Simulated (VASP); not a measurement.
# SrO (Fm-3m) in VASP: a series of runs

Aim: see how the results for SrO move with the level of theory and the settings. Levels: revPBE+D3(BJ), PBEsol-based screened hybrid with 25 % exact exchange, PBE-based screened hybrid with 25 % exact exchange, HF. Tasks: single point, relaxation of cell and atoms.

Program: VASP 6.6.1. These are calculated values, not measurements. Logs are shortened: lines on timing, memory, paths and dates and some standing lists are left out, and cuts for length are marked.

### 1 The cell of the first run

The structure is cubic, space group Fm-3m (No. 225). The conventional cell has a = 5.133 Å, b = 5.133 Å, c = 5.133 Å, α = 90.00°, β = 90.00°, γ = 90.00°. Within 3.4 Å of Sr (site symmetry m-3m) lie 6 O at 2.57 Å. Within 3.4 Å of O (site symmetry m-3m) lie 6 Sr at 2.57 Å.

### 2 Single point, revPBE+D3(BJ), non-collinear spin, zero start, spin-orbit coupling

The input, INCAR:

```
ALGO = Normal ; EDIFF = 1E-6
ENCUT = 600 ; GGA = RE
GGA_COMPAT = F ; ISIF = 2
ISMEAR = -5 ; IVDW = 12
LASPH = T ; LCHARG = F
LNONCOLLINEAR = T ; LORBIT = 11
LORBMOM = T ; LREAL = F
LSORBIT = T ; LWAVE = F
MAGMOM = 0 0 0 0 0 0 ; NBANDS = 28
NELM = 200 ; PREC = Accurate
SIGMA = 0.1
```

The input, KPOINTS:

```
k-points
0
Gamma
  9 9 9
```

The input, POSCAR:

```
SrO
1.0
    0.0000000000      2.5663000000      2.5663000000
    2.5663000000      0.0000000000      2.5663000000
    2.5663000000      2.5663000000      0.0000000000
Sr O
1 1
Direct
    0.5000000000      0.5000000000      0.5000000000
    0.0000000000      0.0000000000      0.0000000000
```

Potentials or basis: VASP PAW PBE potentials, release 64 (Sr_sv, O).

Launch:

```console
$ cat potpaw_PBE.64/Sr_sv/POTCAR potpaw_PBE.64/O/POTCAR > POTCAR
$ mpirun -np 1 vasp_ncl > vasp.out
```

OUTCAR:

```text
EDIFF = 1E-6
   ENCUT = 600
   GGA = RE
   ISIF = 2
   ISMEAR = -5
   IVDW = 12
   LASPH = T
   LNONCOLLINEAR = T
   LORBIT = 11
   LREAL = F
   LSORBIT = T
   NELM = 200
   PREC = Accurate
 IVDW          = 12

 ion  position               nearest neighbor table
   1  0.500  0.500  0.500-   2 2.57   2 2.57   2 2.57   2 2.57   2 2.57   2 2.57
   2  0.000  0.000  0.000-   1 2.57   1 2.57   1 2.57   1 2.57   1 2.57   1 2.57

  LATTYP: Found a face centered cubic cell.
 ALAT       =     5.1326000000

  Lattice vectors:

 A1 = (   0.0000000000,   2.5663000000,   2.5663000000)
 A2 = (   2.5663000000,   0.0000000000,   2.5663000000)
 A3 = (   2.5663000000,   2.5663000000,   0.0000000000)

Analysis of symmetry for initial positions (statically):
=====================================================================
 Subroutine PRICEL returns:
 Original cell was already a primitive cell.

 Routine SETGRP: Setting up the symmetry group for a
 face centered cubic supercell.

 Subroutine GETGRP returns: Found 48 space group operations
 (whereof 48 operations were pure point group operations)
 out of a pool of 48 trial point group operations.

The static configuration has the point symmetry O_h .

Analysis of symmetry for dynamics (positions and initial velocities):
=====================================================================
 Subroutine PRICEL returns:
 Original cell was already a primitive cell.

 Routine SETGRP: Setting up the symmetry group for a
 face centered cubic supercell.

 Subroutine GETGRP returns: Found 48 space group operations
 (whereof 48 operations were pure point group operations)
 out of a pool of 48 trial point group operations.

The dynamic configuration has the point symmetry O_h .

Analysis of structural, dynamic, and magnetic symmetry:
=====================================================================
 Subroutine PRICEL returns:
 Original cell was already a primitive cell.

 Routine SETGRP: Setting up the symmetry group for a
 face centered cubic supercell.

 Subroutine GETGRP returns: Found 48 space group operations
 (whereof 48 operations were pure point group operations)
 out of a pool of 48 trial point group operations.

The overall configuration has the point symmetry O_h .

 Subroutine INISYM returns: Found 48 space group operations
 (whereof 48 operations are pure point group operations),
 and found     1 'primitive' translations

----------------------------------------------------------------------------------------

                                     Primitive cell

  volume of cell :      33.8028

  direct lattice vectors                    reciprocal lattice vectors
     0.000000000  2.566300000  2.566300000    -0.194833028  0.194833028  0.194833028
     2.566300000  0.000000000  2.566300000     0.194833028 -0.194833028  0.194833028
     2.566300000  2.566300000  0.000000000     0.194833028  0.194833028 -0.194833028

  length of vectors
     3.629296265  3.629296265  3.629296265     0.337460704  0.337460704  0.337460704

  position of ions in fractional coordinates (direct lattice)
     0.500000000  0.500000000  0.500000000
     0.000000000  0.000000000  0.000000000

  ion indices of the primitive-cell ions
   primitive index   ion index
                 1           1
                 2           2

----------------------------------------------------------------------------------------

 KPOINTS: k-points

Automatic generation of k-mesh.
 Grid dimensions read from file:
 generate k-points for:    9    9    9

 Generating k-lattice:

  Cartesian coordinates                     Fractional coordinates (reciprocal lattice)
    -0.021648114  0.021648114  0.021648114     0.111111111  0.000000000  0.000000000
     0.021648114 -0.021648114  0.021648114     0.000000000  0.111111111  0.000000000
[... 100 lines left out ...]
 number of electron      15.9999997 magnetization       0.0000000      0.0000000     -0.0000000

 number of electron      15.9999997 magnetization      -0.0000000     -0.0000000      0.0000000

 Free energy of the ion-electron system (eV)
  ---------------------------------------------------
  ext. energy  EPLUGINS =         0.00000000
  ---------------------------------------------------
  free energy    TOTEN  =       -11.50849867 eV

  energy without entropy =      -11.50849867  energy(sigma->0) =      -11.50849867

 E-fermi :   1.9253     XC(G=0):  -9.8667

 val. band max:        1.8407664927   @ k =   0.0000   0.0000   0.0000
 cond. band min:       5.2281196942   @ k =   0.4444   0.4444   0.0000
 fundamental gap:      3.3873532015
 Fermi energy:         1.9253201297

 k-point     1 :       0.0000    0.0000    0.0000
  band No.  band energies     occupation
      1     -30.6166      1.00000
      2     -30.6166      1.00000
      3     -13.3469      1.00000
      4     -13.3469      1.00000
      5     -13.0355      1.00000
      6     -13.0355      1.00000
[... 733 lines left out ...]
     27      12.7888      0.00000
     28      12.7888      0.00000

 [... further k-points ...]

------------------------ aborting loop because EDIFF is reached ----------------------------------------

 Edisp (eV)   -0.88797

 E8    (eV) :    -0.6441

  FORCE on cell =-STRESS in cart. coord.  units (eV):
  Direction    XX          YY          ZZ          XY          YZ          ZX
  --------------------------------------------------------------------------------------
  -------------------------------------------------------------------------------------
  Total       0.35297     0.35297     0.35297     0.00000     0.00000     0.00000
  in kB      16.73011    16.73011    16.73011     0.00000     0.00000     0.00000
  external pressure =       16.73 kB  Pullay stress =        0.00 kB

 VOLUME and BASIS-vectors are now :
 -----------------------------------------------------------------------------
  energy-cutoff  :      600.00
  volume of cell :       33.80
      direct lattice vectors                 reciprocal lattice vectors
     0.000000000  2.566300000  2.566300000    -0.194833028  0.194833028  0.194833028
     2.566300000  0.000000000  2.566300000     0.194833028 -0.194833028  0.194833028
     2.566300000  2.566300000  0.000000000     0.194833028  0.194833028 -0.194833028

 POSITION                                       TOTAL-FORCE (eV/Angst)
 -----------------------------------------------------------------------------------
      2.56630      2.56630      2.56630        -0.000000     -0.000000      0.000000
      0.00000      0.00000      0.00000         0.000000      0.000000      0.000000
 -----------------------------------------------------------------------------------
    total drift:                                0.000000      0.000000      0.000000

  FREE ENERGIE OF THE ION-ELECTRON SYSTEM (eV)
  ---------------------------------------------------
  free  energy   TOTEN  =       -12.3964712302 eV

  energy  without entropy=      -12.3964712302  energy(sigma->0) =      -12.39647123

 orbital moment (x)

 # of ion     p       d       tot
 ----------------------------------------
  1         0.000   0.000   0.000
  2         0.000   0.000   0.000
 ----------------------------------------
            0.000   0.000   0.000

 orbital moment (y)

 # of ion     p       d       tot
 ----------------------------------------
  1         0.000   0.000   0.000
  2         0.000   0.000   0.000
 ----------------------------------------
            0.000   0.000   0.000

 orbital moment (z)

 # of ion     p       d       tot
 ----------------------------------------
  1         0.000   0.000   0.000
  2         0.000   0.000   0.000
 ----------------------------------------
            0.000   0.000   0.000

 Spin-Orbit-Coupling matrix elements

 Ion:    1  E_soc:     -0.1737871
 l=   1
     0.0000000    -0.0289374    -0.0289374
    -0.0289374     0.0000000    -0.0289374
    -0.0289374    -0.0289374     0.0000000
 l=   2
     0.0000000    -0.0000017     0.0000000    -0.0000017    -0.0000255
    -0.0000017     0.0000000    -0.0000191    -0.0000017    -0.0000064
     0.0000000    -0.0000191     0.0000000    -0.0000191     0.0000000
    -0.0000017    -0.0000017    -0.0000191     0.0000000    -0.0000064
    -0.0000255    -0.0000064     0.0000000    -0.0000064     0.0000000
 l=   3
     0.0000000     0.0000000     0.0000000     0.0000000     0.0000000     0.0000000     0.0000000
     0.0000000     0.0000000     0.0000000     0.0000000     0.0000000     0.0000000     0.0000000
     0.0000000     0.0000000     0.0000000     0.0000000     0.0000000     0.0000000     0.0000000
     0.0000000     0.0000000     0.0000000     0.0000000     0.0000000     0.0000000     0.0000000
     0.0000000     0.0000000     0.0000000     0.0000000     0.0000000     0.0000000     0.0000000
     0.0000000     0.0000000     0.0000000     0.0000000     0.0000000     0.0000000     0.0000000
     0.0000000     0.0000000     0.0000000     0.0000000     0.0000000     0.0000000     0.0000000

 Ion:    2  E_soc:     -0.0003111
 l=   1
     0.0000000    -0.0000518    -0.0000518
    -0.0000518     0.0000000    -0.0000518
    -0.0000518    -0.0000518     0.0000000
 l=   2
     0.0000000     0.0000000     0.0000000     0.0000000     0.0000000
     0.0000000     0.0000000     0.0000000     0.0000000     0.0000000
     0.0000000     0.0000000     0.0000000     0.0000000     0.0000000
     0.0000000     0.0000000     0.0000000     0.0000000     0.0000000
     0.0000000     0.0000000     0.0000000     0.0000000     0.0000000
 l=   3
     0.0000000     0.0000000     0.0000000     0.0000000     0.0000000     0.0000000     0.0000000
     0.0000000     0.0000000     0.0000000     0.0000000     0.0000000     0.0000000     0.0000000
     0.0000000     0.0000000     0.0000000     0.0000000     0.0000000     0.0000000     0.0000000
     0.0000000     0.0000000     0.0000000     0.0000000     0.0000000     0.0000000     0.0000000
     0.0000000     0.0000000     0.0000000     0.0000000     0.0000000     0.0000000     0.0000000
     0.0000000     0.0000000     0.0000000     0.0000000     0.0000000     0.0000000     0.0000000
     0.0000000     0.0000000     0.0000000     0.0000000     0.0000000     0.0000000     0.0000000

 total charge

# of ion       s       p       d       tot
------------------------------------------
    1        2.018   5.857   0.260   8.135
    2        1.552   3.436   0.000   4.988
--------------------------------------------------
tot          3.570   9.294   0.260  13.124

 magnetization (x)

# of ion       s       p       d       tot
------------------------------------------
    1       -0.000   0.000   0.000  -0.000
    2        0.000   0.000   0.000   0.000
--------------------------------------------------
tot         -0.000   0.000   0.000  -0.000

 magnetization (y)

# of ion       s       p       d       tot
------------------------------------------
    1       -0.000   0.000   0.000   0.000
    2        0.000   0.000   0.000   0.000
--------------------------------------------------
tot         -0.000   0.000   0.000   0.000

 magnetization (z)

# of ion       s       p       d       tot
------------------------------------------
    1        0.000   0.000   0.000   0.000
    2       -0.000   0.000   0.000  -0.000
--------------------------------------------------
tot          0.000   0.000   0.000   0.000
```

Run time: 2.1 min. Hardware: 1 thread of AMD EPYC 7R43 (Zen 3), shared host; peak memory 0.27 GiB.

What came out:

* Free energy: -12.3965 eV
* Pressure: 1.7 GPa
* Net moment: 0.00 μB per cell
* Valence electrons inside the program's atomic spheres: Sr 8.13; O 4.99
* Dispersion energy per atom: -0.444 eV

Moments on the atoms (μB; x, y, z):
```
Sr  0.00 0.00 0.00
O   0.00 0.00 0.00
```

Caveat: the PAW data sets were made with another functional, which shifts forces and pressure a little.

### 3 Single point, PBEsol-based screened hybrid with 25 % exact exchange

POSCAR is that of step 2.

The input, INCAR.step1:

```
SYSTEM = SrO
PREC     = Accurate       ! precision mode
ENCUT    = 520            ! plane-wave cutoff, eV
EDIFF    = 1E-5           ! SCF threshold, eV
ISMEAR   = -1             ! smearing method
SIGMA    = 0.05           ! smearing width, eV
LREAL    = .False.        ! projectors in reciprocal space
LASPH    = .True.         ! aspherical terms in the spheres
NELM     = 60             ! most SCF steps
ALGO     = Normal         ! electronic algorithm
ISIF     = 2              ! what is computed and relaxed
LWAVE    = .True.         ! write WAVECAR
GGA      = PE             ! functional
NBANDS   = 15             ! bands
```

The input, INCAR.step2:

```
SYSTEM = SrO
PREC     = Accurate       ! precision mode
ENCUT    = 520            ! plane-wave cutoff, eV
EDIFF    = 1E-6           ! SCF threshold, eV
ISMEAR   = -1             ! smearing method
SIGMA    = 0.05           ! smearing width, eV
LREAL    = .False.        ! projectors in reciprocal space
LASPH    = .True.         ! aspherical terms in the spheres
NELM     = 60             ! most SCF steps
ALGO     = Normal         ! electronic algorithm
ISIF     = 2              ! what is computed and relaxed
LWAVE    = .False.        ! write WAVECAR
LCHARG   = .True.         ! write CHGCAR
GGA      = PS             ! functional
LHFCALC  = .True.         ! exact exchange
AEXX     = 0.25           ! exact-exchange fraction
HFSCREEN = 0.207          ! screening, 1/A
PRECFOCK = Normal       
LELF     = .True.         ! ELF
LVHAR    = .True.       
ISTART   = 1            
NBANDS   = 15             ! bands
```

The input, KPOINTS:

```
Automatic mesh
0
Gamma
  5 5 5
  0 0 0
```

Potentials or basis: VASP PAW PBE potentials, release 64 (Sr_sv, O).

Launch:

```console
$ cat potpaw_PBE.64/Sr_sv/POTCAR potpaw_PBE.64/O/POTCAR > POTCAR
$ cp INCAR.step1 INCAR
$ mpirun -np 1 vasp_std > vasp.out
$ cp INCAR.step2 INCAR
$ mpirun -np 1 vasp_std > vasp.out
```

OUTCAR:

```text
SYSTEM = SrO
   PREC = Accurate
   ENCUT = 520
   EDIFF = 1E-6
   ISMEAR = -1
   LREAL = .False.
   LASPH = .True.
   NELM = 60
   ISIF = 2
   GGA = PS
   LHFCALC = .True.
   AEXX = 0.25
   HFSCREEN = 0.207
   PRECFOCK = Normal
   ISTART = 1

 ion  position               nearest neighbor table
   1  0.500  0.500  0.500-   2 2.57   2 2.57   2 2.57   2 2.57   2 2.57   2 2.57
   2  0.000  0.000  0.000-   1 2.57   1 2.57   1 2.57   1 2.57   1 2.57   1 2.57

  LATTYP: Found a face centered cubic cell.
[... 362 lines left out ...]

  FORCE on cell =-STRESS in cart. coord.  units (eV):
  Direction    XX          YY          ZZ          XY          YZ          ZX
  --------------------------------------------------------------------------------------
  -------------------------------------------------------------------------------------
  Total       -0.2275577     -0.2275577     -0.2275577      0.0000000      0.0000000     -0.0000000
  in kB      -10.7857388    -10.7857388    -10.7857388      0.0000000      0.0000000     -0.0000000
  external PRESSURE =     -10.7857388 kB  Pullay stress =       0.0000000 kB

 VOLUME and BASIS-vectors are now :
 -----------------------------------------------------------------------------
  energy-cutoff  :      520.00
  volume of cell :       33.80
      direct lattice vectors                 reciprocal lattice vectors
     0.000000000  2.566300000  2.566300000    -0.194833028  0.194833028  0.194833028
     2.566300000  0.000000000  2.566300000     0.194833028 -0.194833028  0.194833028
     2.566300000  2.566300000  0.000000000     0.194833028  0.194833028 -0.194833028

 POSITION                                       TOTAL-FORCE (eV/Angst)
 -----------------------------------------------------------------------------------
      2.56630      2.56630      2.56630        -0.000000      0.000000     -0.000000
      0.00000      0.00000      0.00000         0.000000      0.000000      0.000000
 -----------------------------------------------------------------------------------
    total drift:                                0.000000     -0.000000     -0.000000

  FREE ENERGIE OF THE ION-ELECTRON SYSTEM (eV)
  ---------------------------------------------------
  free  energy   TOTEN  =       -14.6514918422 eV

  energy  without entropy=      -14.6514918422  energy(sigma->0) =      -14.65149184
```

OSZICAR.step1:

```text
N       E                     dE             d eps       ncg     rms          rms(c)
DAV:   1     0.637650814144E+02    0.63765E+02   -0.79862E+03   300   0.100E+03
DAV:   2    -0.106410707735E+02   -0.74406E+02   -0.69415E+02   419   0.217E+02
DAV:   3    -0.141779818345E+02   -0.35369E+01   -0.35282E+01   405   0.420E+01
DAV:   4    -0.142401854904E+02   -0.62204E-01   -0.62191E-01   408   0.472E+00
DAV:   5    -0.142412676303E+02   -0.10821E-02   -0.10821E-02   343   0.525E-01    0.166E+01
DAV:   6    -0.121816823123E+02    0.20596E+01   -0.66501E+00   307   0.195E+01    0.196E+01
DAV:   7    -0.120451642941E+02    0.13652E+00   -0.29198E-01   342   0.481E+00    0.114E+01
DAV:   8    -0.120344657372E+02    0.10699E-01   -0.11800E-01   370   0.341E+00    0.438E-01
DAV:   9    -0.120358604162E+02   -0.13947E-02   -0.55717E-03   381   0.473E-01    0.231E-01
DAV:  10    -0.120363359409E+02   -0.47552E-03   -0.46362E-04   321   0.200E-01    0.837E-02
DAV:  11    -0.120364738196E+02   -0.13788E-03   -0.13343E-04   314   0.855E-02    0.266E-02
DAV:  12    -0.120364912290E+02   -0.17409E-04   -0.26932E-05   299   0.380E-02    0.219E-02
DAV:  13    -0.120364914072E+02   -0.17818E-06   -0.13089E-06   206   0.102E-02
   1 F= -.12036491E+02 E0= -.12036491E+02  d E =-.350036E-10
```

Wall time 13 min (1 thread of Intel Xeon Platinum 8375C at 2.90GHz (Ice Lake), shared host); peak memory 0.27 GiB.

What came out:

```yaml
Free_energy: -14.6515 eV
Pressure: -1.1 GPa
Band_gap_on_the_k_mesh: 4.84 eV (least direct gap 4.96 eV)
```

Levels at points of the mesh, in eV from the valence-band top:
```csv
k point,band 5,band 6,band 7,band 8,band 9,band 10,band 11,band 12
"(0.00, 0.00, 0.00)",-14.56,0.00,0.00,0.00,5.37,7.83,7.83,7.83
```

Caveat: the k points lie up to 0.42 Å⁻¹ apart; the PAW data sets were made with another functional, which shifts forces and pressure a little; an odd mesh through Γ misses points on the zone boundary, where band edges can lie.

(Continued in part 2 of 2.)
